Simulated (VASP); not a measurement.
Input of a VASP 6.6.1 run:

The input INCAR:

```
PREC = Accurate ; ENCUT = 600
EDIFF = 1E-6 ; ISMEAR = 0
SIGMA = 0.1 ; LREAL = False
LASPH = True ; NELM = 100
ALGO = Normal ; ISIF = 3
LWAVE = False ; LCHARG = False
GGA = PE ; IBRION = 2
NSW = 100 ; EDIFFG = -0.01
```

Contents of KPOINTS:

```
Automatic mesh
0
Gamma
  30 30 30
```

Contents of POSCAR:

```
Be
1.0
    0.0000000000      1.5785816929      1.5785816929
    1.5785816929      0.0000000000      1.5785816929
    1.5785816929      1.5785816929      0.0000000000
Be
1
Direct
    0.0000000000      0.0000000000      0.0000000000
```

Potentials or basis: VASP PAW PBE potentials, release 64 (Be).

Command:

```sh
$ cat potpaw_PBE.64/Be/POTCAR > POTCAR
$ mpirun -np 1 vasp_std > vasp.out
```

Estimate the band gap on the k mesh.

zero (band 1 reaches 8.19 eV, above the bottom of band 2 at 7.49 eV).

Final structure:
```xyz
1
Lattice="0.0000 1.5786 1.5786 1.5786 0.0000 1.5786 1.5786 1.5786 0.0000" Properties=species:S:1:pos:R:3 pbc="T T T"
Be    0.0000    0.0000    0.0000
```

Caveat: the relaxation stopped at its first step, so nothing moved.
